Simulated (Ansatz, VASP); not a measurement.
**V3Pt in VASP and in Ansatz**

```xyz
4
Lattice="3.8784 0.0000 0.0000 0.0000 3.8784 0.0000 0.0000 0.0000 3.8784" Properties=species:S:1:pos:R:3 pbc="T T T"
V     0.0000    1.9392    1.9392
V     1.9392    0.0000    1.9392
V     1.9392    1.9392    0.0000
Pt    0.0000    0.0000    0.0000
```

Alike in both runs: task relaxation of cell and atoms; functional LDA; k mesh 9 × 9 × 9; occupations fermi-dirac, width 0.05 eV; collinear spin.

```csv
,VASP,Ansatz
version,VASP 6.6.1,Ansatz 0.2.0
potentials or method,"VASP PAW LDA potentials, release 64 (V_sv, Pt)","PAW with Ansatz's default frozen-core files, scalar-relativistic"
plane-wave cutoff (eV),600,420
valence electrons in the cell,49,57
```

VASP gave:

- net moment per atom (μB): 0.00
- relaxed volume (Å³/atom): 13.24
- relaxed cell length with the largest relative difference (Å): 3.755

**Question.** What did Ansatz give for the same quantities?

**Answer.** net moment per atom (μB): 0.00; relaxed volume (Å³/atom): 13.21; relaxed cell length with the largest relative difference (Å): 3.752.

LDA's correlation is that of Perdew and Zunger in VASP and of Perdew and Wang (1992) in Ansatz. VASP's potentials hold 49 valence electrons a cell and Ansatz's 57, so a difference there can come from the potentials and not from the codes. Ansatz's warnings: seeded moment not kept.

Spin-orbit coupling is off throughout.
